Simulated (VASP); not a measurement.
Runs of VASP 6.6.1 on RbCl. The structure is that of space group Fm-3m (No. 225), or close to it. The cells are those of the table. 

| task | level | cell | cutoff (eV) | gap on the mesh (eV) | pressure (GPa) | relaxed volume (Å³/atom) |
| --- | --- | --- | --- | --- | --- | --- |
| relaxation of cell and atoms | r2SCAN | relaxed from a = 4.630 Å, angles 60.0°, 2 atoms | 550 | 5.55 | 0.0 | 36.21 |
| single point | r2SCAN | a = 4.676 Å, angles 60.0°, 2 atoms | 550 | 5.55 | 0.0 | - |
| single point | revPBE+D3(BJ) | a = 4.709 Å, angles 60.0°, 2 atoms | 500 | (b) | 0.0 | - |
| relaxation of cell and atoms | RPBE | relaxed from a = 4.630 Å, angles 60.0°, 2 atoms | 500 | 4.87 | 0.0 | 41.15 |
| relaxation of cell and atoms | revPBE+D3(BJ) | relaxed from a = 4.630 Å, angles 60.0°, 2 atoms | 500 | 5.18 | 0.0 | (a) |
| single point | RPBE | a = 4.884 Å, angles 60.0°, 2 atoms | 500 | 4.87 | 0.0 | - |

Alike in all rows: potentials or basis VASP PAW PBE potentials, release 64 (Rb_sv, Cl); no spin polarisation; k mesh 6 × 6 × 6; smearing gaussian 0.01 eV.

Estimate the missing entries.

(a) 37.10; (b) 5.20.

Caveats: the PAW data sets were made with another functional, which shifts forces and pressure a little; the volume moved by over 15 % at a fixed basis, so the end points are rough (at least some runs).

A k mesh can miss the band edges, and the runs leave out spin-orbit coupling on Rb.
